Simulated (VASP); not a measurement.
# V (P6_3/mmc) in VASP: single point with PBE

Aim: the single point of V with PBE.

Everything below comes from runs of VASP 6.6.1. Logs are shortened: lines on timing, memory, paths and dates and some standing lists are left out, and cuts for length are marked.

## (1) The cell of the first run

The structure is hexagonal, space group P6_3/mmc (No. 194). The conventional cell has a = 2.615 Å, b = 2.615 Å, c = 4.681 Å, α = 90.00°, β = 90.00°, γ = 120.00°. V (site symmetry -6m2) has 12 V at 2.62 to 2.79 Å within 3.5 Å.

This isn't the form of V at room conditions, which is bcc.

## (2) Single point, PBE, collinear spin, ferromagnetic start

Contents of INCAR:

```
SYSTEM = V
PREC = Accurate ; ENCUT = 500
EDIFF = 1E-6 ; ISMEAR = 0
SIGMA = 0.05 ; LREAL = .False.
LASPH = .True. ; NELM = 200
ALGO = Normal ; ISIF = 2
LWAVE = .False. ; LCHARG = .True.
ISPIN = 2 ; MAGMOM = 1 1
LORBIT = 11 ; LMAXMIX = 4
GGA = PE ; LELF = .True.
LVHAR = .True. ; NBANDS = 24
GGA_COMPAT = .False.
```

Contents of KPOINTS:

```
Automatic mesh
0
Gamma
  8 8 4
  0 0 0
```

Contents of POSCAR:

```
V
1.0
    2.6154241368      0.0000000000      0.0000000000
   -1.3077120684      2.2650237441      0.0000000000
    0.0000000000      0.0000000000      4.6806337564
V
2
Direct
    0.3333333333      0.6666666667      0.7500000000
    0.6666666667      0.3333333333      0.2500000000
```

Potentials or basis: VASP PAW PBE potentials, release 64 (V_sv).

On the command line:

```sh
$ cat potpaw_PBE.64/V_sv/POTCAR > POTCAR
$ mpirun -np 1 vasp_std > vasp.out
```

OUTCAR:

```text
SYSTEM = V
   PREC = Accurate
   ENCUT = 500
   EDIFF = 1E-6
   ISMEAR = 0
   LREAL = .False.
   LASPH = .True.
   NELM = 200
   ISIF = 2
   ISPIN = 2
   LORBIT = 11
   GGA = PE

 ion  position               nearest neighbor table
   1  0.333  0.667  0.750-   2 2.79   2 2.79   2 2.79   2 2.79   2 2.79   2 2.79
   2  0.667  0.333  0.250-   1 2.79   1 2.79   1 2.79   1 2.79   1 2.79   1 2.79

  LATTYP: Found a hexagonal cell.
 ALAT       =     2.6154241368
 C/A-ratio  =     1.7896270400

  Lattice vectors:

 A1 = (   2.6154241368,   0.0000000000,   0.0000000000)
 A2 = (  -1.3077120684,   2.2650237441,   0.0000000000)
 A3 = (   0.0000000000,   0.0000000000,   4.6806337564)

Analysis of symmetry for initial positions (statically):
=====================================================================
 Subroutine PRICEL returns:
 Original cell was already a primitive cell.

 Routine SETGRP: Setting up the symmetry group for a
 hexagonal supercell.

 Subroutine GETGRP returns: Found 24 space group operations
 (whereof 12 operations were pure point group operations)
 out of a pool of 24 trial point group operations.

The static configuration has the point symmetry D_3d.
 The point group associated with its full space group is D_6h.

Analysis of symmetry for dynamics (positions and initial velocities):
=====================================================================
 Subroutine PRICEL returns:
 Original cell was already a primitive cell.

 Routine SETGRP: Setting up the symmetry group for a
 hexagonal supercell.

 Subroutine GETGRP returns: Found 24 space group operations
 (whereof 12 operations were pure point group operations)
 out of a pool of 24 trial point group operations.

The dynamic configuration has the point symmetry D_3d.
 The point group associated with its full space group is D_6h.

Analysis of structural, dynamic, and magnetic symmetry:
=====================================================================
 Subroutine PRICEL returns:
 Original cell was already a primitive cell.

 Routine SETGRP: Setting up the symmetry group for a
 hexagonal supercell.

 Subroutine GETGRP returns: Found 24 space group operations
 (whereof 12 operations were pure point group operations)
 out of a pool of 24 trial point group operations.

The overall configuration has the point symmetry D_3d.
 The point group associated with its full space group is D_6h.

 Subroutine INISYM returns: Found 24 space group operations
[... 118 lines left out ...]
  volume/ion in A,a.u.               =      13.86        93.56
  Fermi-wavevector in a.u.,A,eV,Ry     =   1.602358  3.028017 34.933635  2.567550
  Thomas-Fermi vector in A             =   2.699191
   LORBIT       =     11    0 simple, 1 ext, 2 COOP (PROOUT), +10 PAW based schemes
   GGA     = PE    functional components
   LHFCALC =     F    Hartree Fock is set to
   AEXX    =    0.0000 exact exchange contribution
   IVDW    =     0    specifies the selected vdW correction
   LEPSILON=     F    determine dielectric tensor
   LRPA    =     F    only Hartree local field effects (RPA)
 spin polarized calculation
 Gauss-broadening in eV      SIGMA  =   0.05
  energy-cutoff  :      500.00
  volume of cell :       27.73
 maximum number of plane-waves:       716
 NGX is ok and might be reduce to    20
   NGX =  9   NGY =  9   NGZ = 17

 number of electron      26.0000011 magnetization       0.0003744

 Free energy of the ion-electron system (eV)
  ---------------------------------------------------
  ext. energy  EPLUGINS =         0.00000000
  ---------------------------------------------------
  free energy    TOTEN  =       -17.49476645 eV

  energy without entropy =      -17.48929819  energy(sigma->0) =      -17.49203232

 E-fermi :   9.6538     XC(G=0): -12.7358

 val. band max:        9.6272395205   @ k =   0.1250   0.0000   0.2500
 cond. band min:       9.6556220470   @ k =   0.3750   0.0000   0.0000
 fundamental gap:      0.0283825265
 Fermi energy:         9.6538421583

 spin component 1

 k-point     1 :       0.0000    0.0000    0.0000
  band No.  band energies     occupation
      1     -54.3453      1.00000
      2     -54.2321      1.00000
      3     -28.4371      1.00000
      4     -27.7810      1.00000
      5     -27.7014      1.00000
      6     -27.7014      1.00000
[... 637 lines left out ...]
     23      25.0009      0.00000
     24      25.0009      0.00000

 [... further k-points ...]

 spin component 2

 k-point     1 :       0.0000    0.0000    0.0000
  band No.  band energies     occupation
      1     -54.3451      1.00000
      2     -54.2319      1.00000
      3     -28.4370      1.00000
      4     -27.7809      1.00000
      5     -27.7012      1.00000
      6     -27.7012      1.00000
[... 637 lines left out ...]
     23      25.0010      0.00000
     24      25.0010      0.00000

 [... further k-points ...]

------------------------ aborting loop because EDIFF is reached ----------------------------------------

  FORCE on cell =-STRESS in cart. coord.  units (eV):
  Direction    XX          YY          ZZ          XY          YZ          ZX
  --------------------------------------------------------------------------------------
  -------------------------------------------------------------------------------------
  Total       -0.0121078     -0.0121078      0.0171798      0.0000000      0.0000000     -0.0000000
  in kB       -0.6996075     -0.6996075      0.9926814      0.0000000      0.0000000     -0.0000000
  external PRESSURE =      -0.1355112 kB  Pullay stress =       0.0000000 kB

 VOLUME and BASIS-vectors are now :
 -----------------------------------------------------------------------------
  energy-cutoff  :      500.00
  volume of cell :       27.73
      direct lattice vectors                 reciprocal lattice vectors
     2.615424137  0.000000000  0.000000000     0.382347163  0.220748238  0.000000000
    -1.307712068  2.265023744  0.000000000     0.000000000  0.441496476  0.000000000
     0.000000000  0.000000000  4.680633756     0.000000000  0.000000000  0.213646282

 POSITION                                       TOTAL-FORCE (eV/Angst)
 -----------------------------------------------------------------------------------
     -0.00000      1.51002      3.51048         0.000000     -0.000000      0.000000
      1.30771      0.75501      1.17016        -0.000000      0.000000      0.000000
 -----------------------------------------------------------------------------------
    total drift:                                0.000000     -0.000000      0.000000

  FREE ENERGIE OF THE ION-ELECTRON SYSTEM (eV)
  ---------------------------------------------------
  free  energy   TOTEN  =       -17.4947664512 eV

  energy  without entropy=      -17.4892981912  energy(sigma->0) =      -17.49203232

 total charge

# of ion       s       p       d       tot
------------------------------------------
    1        2.344   6.213   3.063  11.620
    2        2.344   6.213   3.063  11.620
--------------------------------------------------
tot          4.688  12.427   6.126  23.241

 magnetization (x)

# of ion       s       p       d       tot
------------------------------------------
    1        0.000   0.000   0.000   0.000
    2        0.000   0.000   0.000   0.000
--------------------------------------------------
tot          0.000   0.000   0.000   0.000
```

Wall time 32 s (1 thread of Intel Xeon 8259CL, shared host); peak memory 0.13 GiB.

Results:

```
Free energy                                           : -17.4948 eV
Pressure                                              : 0.0 GPa
Band gap on the k mesh                                : zero (filled and empty bands overlap)
Net moment                                            : 0.00 μB per cell
Valence electrons inside the program's atomic spheres : V 11.62
```

Levels at points of the mesh, in eV from the Fermi level:
Spin up:
| k point | band 9 | band 10 | band 11 | band 12 | band 13 | band 14 | band 15 | band 16 | band 17 | band 18 |
| --- | --- | --- | --- | --- | --- | --- | --- | --- | --- | --- |
| (0.00, 0.00, 0.00) | -6.81 | -3.37 | -0.45 | -0.07 | 0.34 | 0.34 | 0.67 | 0.67 | 1.81 | 1.81 |
| (0.50, 0.00, 0.00) | -2.89 | -2.80 | -2.64 | -0.26 | -0.20 | 0.37 | 0.59 | 3.02 | 3.47 | 3.59 |
| (0.00, 0.00, 0.50) | -5.01 | -5.01 | -0.92 | -0.92 | 0.38 | 0.38 | 0.38 | 0.38 | 2.52 | 2.52 |
| (0.50, 0.00, 0.50) | -3.20 | -3.20 | -1.72 | -1.72 | 1.64 | 1.64 | 1.66 | 1.66 | 3.54 | 3.54 |
Spin down:
```tsv
k point	band 10	band 11	band 12	band 13	band 14	band 15	band 16	band 17
(0.00, 0.00, 0.00)	-3.37	-0.45	-0.07	0.34	0.34	0.67	0.67	1.81
(0.50, 0.00, 0.00)	-2.80	-2.64	-0.26	-0.20	0.37	0.59	3.02	3.47
(0.00, 0.00, 0.50)	-5.01	-0.92	-0.92	0.38	0.38	0.38	0.38	2.52
(0.50, 0.00, 0.50)	-3.20	-1.72	-1.72	1.64	1.64	1.66	1.66	3.54
```

Caveat: the moments typed at the start vanished in this run.

The gap in the log of VASP goes by the Fermi energy; the results here count the filled bands.